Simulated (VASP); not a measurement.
# GaP (I-4m2) in VASP: G0W0 quasiparticle levels with PBE

Aim: the G0W0 quasiparticle levels of GaP with PBE.

Program: VASP 6.6.1. These are calculated values, not measurements. Logs are shortened: lines on timing, memory, paths and dates and some standing lists are left out, and cuts for length are marked.

## 1. The cell of the first run

It takes space group I-4m2 (No. 119, tetragonal). Conventional cell: a = 3.854 Å, b = 3.854 Å, c = 5.256 Å, α = 90.00°, β = 90.00°, γ = 90.00°. Ga (site symmetry -4m2) has 4 P at 2.33 Å within 3.1 Å. P (site symmetry -4m2) has 4 Ga at 2.33 Å within 3.1 Å.

## 2. G0W0 quasiparticle levels, PBE

File POSCAR:

```
GaP
1.0
    0.0000000000      2.6281130643      2.7254102088
    2.7254102088      0.0000000000      2.7254102088
    2.7254102088      2.6281130643      0.0000000000
Ga P
1 1
Direct
    0.0000000000      0.0000000000      0.0000000000
    0.2500000000      0.2500000000      0.2500000000
```

File INCAR.step1:

```
SYSTEM = GaP
ALGO = Normal ; EDIFF = 1E-8
ENCUT = 500 ; GGA = PE
ISMEAR = 0 ; LASPH = .TRUE.
LCHARG = .FALSE. ; LREAL = .FALSE.
LWAVE = .TRUE. ; NELM = 80
PREC = Accurate ; SIGMA = 0.01
```

File INCAR.step2:

```
SYSTEM = GaP
ALGO = Exact ; EDIFF = 1E-8
ENCUT = 500 ; GGA = PE
ISMEAR = 0 ; ISTART = 1
LASPH = .TRUE. ; LCHARG = .FALSE.
LOPTICS = .TRUE. ; LREAL = .FALSE.
LWAVE = .TRUE. ; NBANDS = 171
NELM = 1 ; PREC = Accurate
SIGMA = 0.01
```

File INCAR.step3:

```
SYSTEM = GaP
ALGO = EVGW0 ; EDIFF = 1E-8
ENCUT = 500 ; ENCUTGW = 150.0
GGA = PE ; ISMEAR = 0
ISTART = 1 ; LASPH = .TRUE.
LCHARG = .FALSE. ; LREAL = .FALSE.
LWAVE = .FALSE. ; NBANDS = 171
NBANDSGW = 17 ; NELMGW = 1
NOMEGA = 96 ; OMEGAMAX = 20
PREC = Accurate ; PRECFOCK = Fast
SIGMA = 0.01
```

File KPOINTS:

```
k-points
0
G
  4 4 4
  0 0 0
```

Potentials or basis: VASP PAW PBE potentials, release 64 (Ga_d_GW, P_GW).

Started as:

```console
> cat potpaw_PBE.64/Ga_d_GW/POTCAR potpaw_PBE.64/P_GW/POTCAR > POTCAR
> cp INCAR.step1 INCAR
> mpirun -np 1 vasp_std > vasp.out
> cp INCAR.step2 INCAR
> mpirun -np 1 vasp_std > vasp.out
> cp INCAR.step3 INCAR
> mpirun -np 1 vasp_std > vasp.out
```

OUTCAR:

```text
SYSTEM = GaP
   EDIFF = 1E-8
   ENCUT = 500
   ENCUTGW = 150.0
   GGA = PE
   ISMEAR = 0
   ISTART = 1
   LASPH = .TRUE.
   LREAL = .FALSE.
   NELMGW = 1
   PREC = Accurate
   PRECFOCK = Fast

 ion  position               nearest neighbor table
   1  0.000  0.000  0.000-   2 2.33   2 2.33   2 2.33   2 2.33
   2  0.250  0.250  0.250-   1 2.33   1 2.33   1 2.33   1 2.33

  LATTYP: Found a body centered tetragonal cell.
 ALAT       =     3.8543120803
 C/A-ratio  =     1.3637261382

  Lattice vectors:

 A1 = (   0.0000000000,  -2.6281130643,   2.7254102088)
 A2 = (   0.0000000000,  -2.6281130643,  -2.7254102088)
 A3 = (   2.7254102088,   2.6281130643,   0.0000000000)

Analysis of symmetry for initial positions (statically):
=====================================================================
 Subroutine PRICEL returns:
 Original cell was already a primitive cell.

 Routine SETGRP: Setting up the symmetry group for a
 body centered tetragonal supercell.

 Subroutine GETGRP returns: Found  8 space group operations
 (whereof  8 operations were pure point group operations)
 out of a pool of 16 trial point group operations.

The static configuration has the point symmetry D_2d.

Analysis of symmetry for dynamics (positions and initial velocities):
=====================================================================
 Subroutine PRICEL returns:
 Original cell was already a primitive cell.

 Routine SETGRP: Setting up the symmetry group for a
 body centered tetragonal supercell.

 Subroutine GETGRP returns: Found  8 space group operations
 (whereof  8 operations were pure point group operations)
 out of a pool of 16 trial point group operations.

The dynamic configuration has the point symmetry D_2d.

 Subroutine INISYM returns: Found  8 space group operations
 (whereof  8 operations are pure point group operations),
 and found     1 'primitive' translations

----------------------------------------------------------------------------------------

                                     Primitive cell

  volume of cell :      39.0425

  direct lattice vectors                    reciprocal lattice vectors
     0.000000000  2.628113064  2.725410209    -0.183458622  0.190250567  0.183458622
     2.725410209  0.000000000  2.725410209     0.183458622 -0.190250567  0.183458622
     2.725410209  2.628113064  0.000000000     0.183458622  0.190250567 -0.183458622

  length of vectors
     3.786137753  3.854312080  3.786137753     0.321728783  0.321728783  0.321728783

  position of ions in fractional coordinates (direct lattice)
     0.000000000  0.000000000  0.000000000
     0.250000000  0.250000000  0.250000000

  ion indices of the primitive-cell ions
   primitive index   ion index
                 1           1
                 2           2

----------------------------------------------------------------------------------------

 KPOINTS: k-points

Automatic generation of k-mesh.
 Grid dimensions read from file:
 generate k-points for:    4    4    4

 Generating k-lattice:

  Cartesian coordinates                     Fractional coordinates (reciprocal lattice)
    -0.045864655  0.047562642  0.045864655     0.250000000  0.000000000  0.000000000
     0.045864655 -0.047562642  0.045864655    -0.000000000  0.250000000 -0.000000000
     0.045864655  0.047562642 -0.045864655     0.000000000  0.000000000  0.250000000

  Length of vectors
     0.080432196  0.080432196  0.080432196

  Shift w.r.t. Gamma in fractional coordinates (k-lattice)
     0.000000000  0.000000000  0.000000000

 Subroutine IBZKPT returns following result:
 ===========================================

 Found     13 irreducible k-points:

 Following reciprocal coordinates:
            Coordinates               Weight
  0.000000  0.000000  0.000000      1.000000
  0.250000  0.000000 -0.000000      8.000000
  0.500000  0.000000 -0.000000      4.000000
  0.250000  0.250000  0.000000      4.000000
  0.500000  0.250000  0.000000     16.000000
 -0.250000  0.250000  0.000000      8.000000
  0.500000  0.500000  0.000000      2.000000
  0.250000  0.000000  0.250000      2.000000
  0.500000  0.000000  0.250000      8.000000
 -0.250000  0.000000  0.250000      4.000000
 -0.250000  0.500000  0.250000      2.000000
  0.500000 -0.250000  0.250000      4.000000
  0.500000  0.000000  0.500000      1.000000
   k-points           NKPTS =     13   k-points in BZ     NKDIM =     64   number of bands    NBANDS=    171
   number of dos      NEDOS =    301   number of ions     NIONS =      2
   total plane-waves  NPLWV =  21952
   dimension x,y,z NGX =    28 NGY =   28 NGZ =   28
   dimension x,y,z NGXF=    56 NGYF=   56 NGZF=   56
   ions per type =               1   1
   NGX,Y,Z   is equivalent  to a cutoff of  12.29, 12.08, 12.29 a.u.
   NGXF,Y,Z  is equivalent  to a cutoff of  24.59, 24.15, 24.59 a.u.
 SYSTEM =  GaP
   PREC   = accura    normal or accurate (medium, high low for compatibility)
   ISTART =      1    job   : 0-new  1-cont  2-samecut
   ICHARG =      0    charge: 1-file 2-atom 10-const
   ISPIN  =      1    spin polarized calculation?
   LNONCOLLINEAR =      F non collinear calculations
   LSORBIT =      F    spin-orbit coupling
   LASPH  =      T    aspherical Exc in radial PAW
   ENCUT  =  500.0 eV  36.75 Ry    6.06 a.u.   6.90  7.03  6.90*2*pi/ulx,y,z
   NELM   =     60;   NELMIN=  2; NELMDL=  0     # of ELM steps
   EDIFF  = 0.1E-07   stopping-criterion for ELM
   LREAL  =      F    real-space projection
   EDIFFG = 0.1E-06   stopping-criterion for IOM
   NSW    =      0    number of steps for IOM
   IBRION =     -1    ionic relax: 0-MD 1-quasi-New 2-CG
   NFREE  =      0    steps in history (QN), initial steepest desc. (CG)
   ISIF   =      0    stress and relaxation
   ISYM   =      3    0-nonsym 1-usesym 2-fastsym
   POTIM  = 0.5000    time-step for ionic-motion
   TEBEG  =    0.0;   TEEND  =   0.0 temperature during run
   PSTRESS=    0.0 pullay stress
   NELECT =      18.0000    total number of electrons
   NUPDOWN=      -1.0000    fix difference up-down
   EMIN   =  10.00;   EMAX   =-10.00  energy-range for DOS
   EFERMI =   0.00;   METHOD = LEGACY
   ISMEAR =     0;   SIGMA  =   0.01  broadening in eV -4-tet -1-fermi 0-gaus
   EFERMI_NEDOS =   21; number of points for ismear=-14 and -15
   IALGO  =     38    algorithm
   IMIX   =      4    mixing-type and parameters
     AMIX     =   0.40;   BMIX     =  1.00
     AMIX_MAG =   1.60;   BMIX_MAG =  1.00
  volume/ion in A,a.u.               =      19.52       131.74
  Fermi-wavevector in a.u.,A,eV,Ry     =   1.264697  2.389930 21.761945  1.599458
  Thomas-Fermi vector in A             =   2.397988
   LORBIT       =      0    0 simple, 1 ext, 2 COOP (PROOUT), +10 PAW based schemes
   GGA     = PE    functional components
   LHFCALC =     T    Hartree Fock is set to
   PRECFOCK=fast      Normal, Fast or Accurate (Low or Medium for compatibility)
   ENCUT4O =  -1.0   cutoff for four orbital integrals eV
   NKREDX  =     1    reduce k-point grid by
   NKREDY  =     1    reduce k-point grid by
   NKREDZ  =     1    reduce k-point grid by
   AEXX    =    1.0000 exact exchange contribution
   HFSCREEN=    0.0000 screening length (either q_TF or 0.3 A-1)
   HFSCREENC=   0.0000 screening length for correlation (either q_TF or 0.3 A-1)
   ENCUTFOCK=  -1.0 apply spherical cutoff to Coloumb kernel
   IVDW    =     0    specifies the selected vdW correction
   LEPSILON=     F    determine dielectric tensor
   LRPA    =     F    only Hartree local field effects (RPA)
   LRPAFORCE           =     F    calculate RPA forces
   ENCUTGW             = 150.0    cutoff for response function in eV
   ENCUTGWSOFT         = 120.0    soft cutoff for Coulomb kernel in GW response function in eV
   ENCUTLF             =  -1.0    cutoff for local field effects
   NELMGW              =     1    number of iterations in solving QP/BSE equation
   NELMHF              =     1    number of iterations in the inner HF iteration
   NKREDLFX            =     1    NKREDLFY  =   1   NKREDLFZ  =   1
 non-spin polarized calculation
 Gauss-broadening in eV      SIGMA  =   0.01
  energy-cutoff  :      500.00
  volume of cell :       39.04
 maximum number of plane-waves:      1008
  NGX = 16; NGY = 16; NGZ = 16
   NGX = 13   NGY = 13   NGZ = 13
 maximum number of plane-waves:       169

 QP shifts <psi_nk| G(iteration)W_0 |psi_nk>: iteration 1
 for sc-GW calculations column KS-energies equals QP-energies in previous step
 and V_xc(KS)=  KS-energies - (<T + V_ion + V_H > + <T+V_H+V_ion>^1  + <V_x>^1)

 k-point   1 :       0.0000    0.0000    0.0000
  band No.  KS-energies  QP-energies   sigma(KS)   V_xc(KS)     V^pw_x(r,r')   Z            occupation Imag(sigma)

      1      -9.8893     -12.2385     -25.0730     -21.6635     -34.9743       0.6890       2.0000       0.1693
      2      -9.8893     -12.2385     -25.0730     -21.6635     -34.9743       0.6890       2.0000       0.1693
      3      -9.8780     -12.2326     -25.0814     -21.6734     -34.9925       0.6909       2.0000       0.1712
      4      -9.7797     -12.1710     -25.2570     -21.8045     -35.1332       0.6926       2.0000       0.1370
      5      -9.7740     -12.1555     -25.2437     -21.7947     -35.1215       0.6905       2.0000       0.1369
      6      -8.0049      -8.5650     -12.2728     -11.4216     -18.8021       0.6582       2.0000       0.9927
[... 9 lines left out ...]
     16      14.8300      15.0473     -10.6548     -10.9467      -5.0125       0.7447       0.0000      -0.2536
     17      16.9756      16.7823      -8.5862      -8.3296      -2.5227       0.7531       0.0000      -0.4534

 k-point   2 :       0.2500    0.0000   -0.0000
  band No.  KS-energies  QP-energies   sigma(KS)   V_xc(KS)     V^pw_x(r,r')   Z            occupation Imag(sigma)

      1      -9.9365     -12.2260     -24.7359     -21.4010     -34.5851       0.6865       2.0000       0.1943
      2      -9.8730     -12.2235     -25.1047     -21.6927     -35.0094       0.6889       2.0000       0.1677
      3      -9.8659     -12.2212     -25.1132     -21.6996     -35.0243       0.6900       2.0000       0.1688
      4      -9.7796     -12.1742     -25.2570     -21.8054     -35.1371       0.6937       2.0000       0.1367
      5      -9.7714     -12.1568     -25.2480     -21.8002     -35.1302       0.6919       2.0000       0.1367
      6      -7.1903      -7.7885     -12.7054     -11.8302     -19.0461       0.6834       2.0000       0.9240
[... 9 lines left out ...]
     16      14.8544      14.7103      -8.4095      -8.2197      -2.6698       0.7592       0.0000      -0.3167
     17      18.0959      18.0729      -9.3015      -9.2708      -3.0130       0.7477       0.0000      -0.5396

 k-point   3 :       0.5000    0.0000   -0.0000
  band No.  KS-energies  QP-energies   sigma(KS)   V_xc(KS)     V^pw_x(r,r')   Z            occupation Imag(sigma)
[... 190 lines left out ...]
      1      -9.9951     -12.2351     -24.5449     -21.2660     -34.3847       0.6832       2.0000       0.2115
      2      -9.8436     -12.2163     -25.1714     -21.7469     -35.0857       0.6929       2.0000       0.1635
      3      -9.8204     -12.1857     -25.1856     -21.7613     -35.0934       0.6907       2.0000       0.1589
      4      -9.7975     -12.1774     -25.2240     -21.7812     -35.1090       0.6913       2.0000       0.1422
      5      -9.7636     -12.1526     -25.2541     -21.8096     -35.1426       0.6936       2.0000       0.1353
      6      -4.7353      -5.3178     -13.8103     -12.9752     -19.4934       0.6975       2.0000       0.6312
[... 9 lines left out ...]
     16      18.8256      19.0891     -10.9532     -11.3078      -4.0413       0.7430       0.0000      -0.6597
     17      19.0091      19.0489     -10.3584     -10.4111      -3.7726       0.7561       0.0000      -0.6530

 k-point  13 :       0.5000    0.0000    0.5000
  band No.  KS-energies  QP-energies   sigma(KS)   V_xc(KS)     V^pw_x(r,r')   Z            occupation Imag(sigma)

      1     -10.0163     -12.2629     -24.5215     -21.2400     -34.3577       0.6847       2.0000       0.2128
      2      -9.8255     -12.1879     -25.1082     -21.6780     -34.9635       0.6887       2.0000       0.1453
      3      -9.8142     -12.1923     -25.2397     -21.8120     -35.1669       0.6938       2.0000       0.1627
      4      -9.8142     -12.1923     -25.2397     -21.8120     -35.1669       0.6938       2.0000       0.1627
      5      -9.7463     -12.1436     -25.2927     -21.8460     -35.1919       0.6955       2.0000       0.1334
      6      -4.7464      -5.3165     -13.6552     -12.8356     -19.3100       0.6956       2.0000       0.6337
[... 9 lines left out ...]
     16      17.8204      17.9215     -10.9479     -11.0817      -4.6275       0.7559       0.0000      -0.5376
     17      17.8204      17.9215     -10.9479     -11.0817      -4.6275       0.7559       0.0000      -0.5376
```

Wall time 9.7 min (1 thread of Intel Xeon 8259CL, shared host); peak memory 0.46 GiB.

Results:

* Quasiparticle gap: 1.75 eV
* Least direct quasiparticle gap: 2.89 eV
* Band gap of the starting levels on the mesh: 1.25 eV
* Least direct gap of the starting levels on the mesh: 1.98 eV

Caveat: the k points lie up to 0.51 Å⁻¹ apart; bands, screening cutoff and mesh are small and nothing is extrapolated, so the quasiparticle values aren't converged.
